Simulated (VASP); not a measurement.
**GdAl2N3: single point with PBE**

Crystal: GdAl2N3.

```
Gd Al N
1.0
     3.87113    0.00000    0.00000
     0.00000    3.87113    0.00000
     0.00000    0.00000    6.20986
Gd Al N
1 2 3
Cartesian
  1.9356 1.9356 5.1839
  1.9356 0.0000 1.9181
  0.0000 1.9356 1.9181
  1.9356 1.9356 2.6130
  1.9356 0.0000 0.0947
  0.0000 1.9356 0.0947
```

The cell was built from a structure type or drawn by symmetry, and may not be a known phase.

* Program: VASP 6.6.1
* Task: single point
* Functional: PBE
* Potentials or basis: VASP PAW PBE potentials, release 64 (Gd, Al, N)
* Cutoff: 520 eV
* k mesh: 4 × 4 × 4
* Occupations: gaussian, width 0.1 eV
* Spin: collinear spin, ferromagnetic start
* Starting moments: [7.0, 0.0, 0.0, 0.0, 0.0, 0.0] μB

The pressure is 0.2 GPa and the largest force is 0.137 eV/Å. The net moment is 6.59 μB per cell, the site moments are Gd +6.74; Al -0.01; N -0.05, -0.07 (each value once) μB and the valence electrons inside the program's atomic spheres are Gd 15.35; Al 0.76; N 3.68, 3.65 (each value once).

Forces in eV/Å, atoms in the order of the input:
```
Gd   0.000  0.000 -0.137
Al   0.000  0.000  0.074
Al   0.000  0.000  0.074
N    0.000  0.000  0.029
N    0.000  0.000 -0.020
N    0.000  0.000 -0.020
```

Stress tensor (GPa, compression positive):
```
-0.02  0.00  0.00
 0.00 -0.02  0.00
 0.00  0.00  0.54
```

Levels at points of the mesh, in eV from the Fermi level:
Spin up:
| k point | band 19 | band 20 | band 21 | band 22 | band 23 | band 24 | band 25 | band 26 | band 27 | band 28 |
| --- | --- | --- | --- | --- | --- | --- | --- | --- | --- | --- |
| (0.00, 0.00, 0.00) | -2.69 | -2.60 | -2.60 | -2.16 | 0.54 | 0.54 | 2.72 | 3.86 | 5.19 | 5.54 |
| (0.50, 0.00, 0.00) | -2.05 | -1.78 | -1.42 | -1.34 | -1.15 | 0.76 | 1.38 | 2.28 | 3.61 | 4.96 |
| (0.50, 0.50, 0.00) | -2.04 | -1.82 | -1.82 | -1.22 | -0.17 | 1.48 | 2.62 | 3.09 | 3.09 | 4.91 |
| (0.00, 0.00, 0.50) | -2.74 | -2.29 | -2.29 | -1.36 | 0.53 | 0.53 | 2.54 | 3.30 | 5.19 | 5.19 |
| (0.50, 0.00, 0.50) | -1.97 | -1.51 | -1.39 | -1.33 | -0.81 | 1.41 | 1.42 | 1.89 | 3.18 | 5.07 |
| (0.50, 0.50, 0.50) | -1.80 | -1.80 | -1.78 | -1.24 | -0.17 | 1.48 | 3.00 | 3.00 | 4.39 | 5.18 |
Spin down:
```tsv
k point	band 14	band 15	band 16	band 17	band 18	band 19
(0.00, 0.00, 0.00)	-2.68	-2.23	0.06	0.06	2.04	2.17
(0.50, 0.00, 0.00)	-1.64	-1.60	-1.44	0.64	1.08	2.18
(0.50, 0.50, 0.00)	-2.15	-1.49	-0.79	1.27	2.14	2.41
(0.00, 0.00, 0.50)	-2.42	-1.54	0.07	0.07	1.82	2.21
(0.50, 0.00, 0.50)	-1.61	-1.57	-1.02	1.05	1.21	2.07
(0.50, 0.50, 0.50)	-1.93	-1.14	-0.79	1.27	2.31	2.40
```

Wall time 22 min on 1 thread of Intel(R) Xeon(R) Platinum 8259CL CPU @ 2.50GHz (Skylake/Cascade Lake), on a shared host, peak memory 0.3 GiB.

Caveat: the k points lie up to 0.41 Å⁻¹ apart; spin-orbit coupling is left out, which moves the levels of the heavy elements; a cell with one magnetic atom can't hold antiferromagnetic order, which such compounds often take; semilocal functionals describe open f shells poorly, which spoils levels, moments and volumes. The state reached can hang on the start; a lower one may exist.
